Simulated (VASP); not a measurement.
Co: single point with LDA

Crystal: Co.

```
CELL_PARAMETERS angstrom
2.52083 0.00000 0.00000
-1.26042 2.18310 0.00000
0.00000 0.00000 4.07408
ATOMIC_POSITIONS crystal
Co 0.33333 0.66667 0.25000
Co 0.66667 0.33333 0.75000
```

```yaml
Program: VASP 6.6.1
Task: single point
Functional: LDA
Potentials_or_basis: VASP PAW LDA potentials, release 64 (Co)
Cutoff: 520 eV
k_mesh: 24 × 24 × 13
Occupations: fermi-dirac, width 0.05 eV
Spin: collinear spin, ferromagnetic start
Starting_moments: "[1.558, 1.558] μB"
```

```
Pressure                                              : -24.1 GPa
Net moment                                            : 3.15 μB per cell
Site moments                                          : Co +1.58 μB
Valence electrons inside the program's atomic spheres : Co 8.22
```

Stress tensor (GPa, compression positive):
```
-23.88   0.00   0.00
  0.00 -23.88   0.00
  0.00   0.00 -24.51
```

Levels at points of the mesh, in eV from the Fermi level:
Spin up:
| k point | band 7 | band 8 | band 9 | band 10 | band 11 | band 12 | band 13 | band 14 | band 15 | band 16 |
| --- | --- | --- | --- | --- | --- | --- | --- | --- | --- | --- |
| (0.00, 0.00, 0.00) | -2.08 | -1.74 | -1.74 | -0.67 | -0.67 | -0.03 | 6.17 | 21.72 | 23.86 | 23.86 |
| (0.50, 0.00, 0.00) | -1.99 | -0.55 | -0.45 | -0.41 | 1.34 | 3.24 | 9.46 | 10.05 | 12.56 | 13.57 |
Spin down:
| k point | band 3 | band 4 | band 5 | band 6 | band 7 | band 8 | band 9 | band 10 | band 11 | band 12 |
| --- | --- | --- | --- | --- | --- | --- | --- | --- | --- | --- |
| (0.00, 0.00, 0.00) | -0.95 | -0.93 | -0.93 | -0.59 | -0.59 | -0.19 | -0.19 | 0.12 | 0.97 | 0.97 |
| (0.50, 0.00, 0.00) | -3.05 | -1.65 | -1.08 | -0.97 | -0.59 | 1.09 | 1.22 | 1.25 | 2.48 | 4.19 |

Wall time 5.9 min on 1 thread of Intel Xeon 8259CL, with other jobs on the host, peak memory 0.35 GiB.

Caveat: the cell stands under tension.
